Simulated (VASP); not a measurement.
Here is a VASP 6.6.1 calculation.

File INCAR:

```
SYSTEM = FeS2
PREC     = Accurate       ! precision mode
ENCUT    = 600            ! plane-wave cutoff, eV
EDIFF    = 1E-6           ! SCF threshold, eV
ISMEAR   = 0              ! smearing method
SIGMA    = 0.1            ! smearing width, eV
LREAL    = .False.        ! projectors in reciprocal space
LASPH    = .True.         ! aspherical terms in the spheres
NELM     = 120            ! most SCF steps
ALGO     = Normal         ! electronic algorithm
ISIF     = 2              ! what is computed and relaxed
LWAVE    = .False.        ! write WAVECAR
LCHARG   = .False.        ! write CHGCAR
GGA      = PE             ! functional
NBANDS   = 29             ! bands
GGA_COMPAT= .False.
```

The input KPOINTS:

```
regular mesh
0
Gamma
  4 4 6
  0 0 0
```

The input POSCAR:

```
FeS2
1.0
    4.4337544182      0.0000000000      0.0000000000
    0.0000000000      5.4126108082      0.0000000000
    0.0000000000      0.0000000000      3.3874504851
Fe S
2 4
Direct
    0.5000000000      0.5000000000      0.5000000000
    0.0000000000      0.0000000000      0.0000000000
    0.2938318476      0.8747762125      0.5000000000
    0.7061681524      0.1252237875      0.5000000000
    0.2061681524      0.3747762125      0.0000000000
    0.7938318476      0.6252237875      0.0000000000
```

Potentials or basis: VASP PAW PBE potentials, release 64 (Fe, S).

Run with:

```bash
$ cat potpaw_PBE.64/Fe/POTCAR potpaw_PBE.64/S/POTCAR > POTCAR
$ mpirun -np 1 vasp_std > vasp.out
```

(1) What does it give for the band gap on the k mesh?

(2) Estimate the largest force.

(3) What does it give for the pressure?

Answers

(1) 0.90 eV, indirect (least direct gap 1.21 eV).

(2) 0.081 eV/Å.

(3) 0.3 GPa.
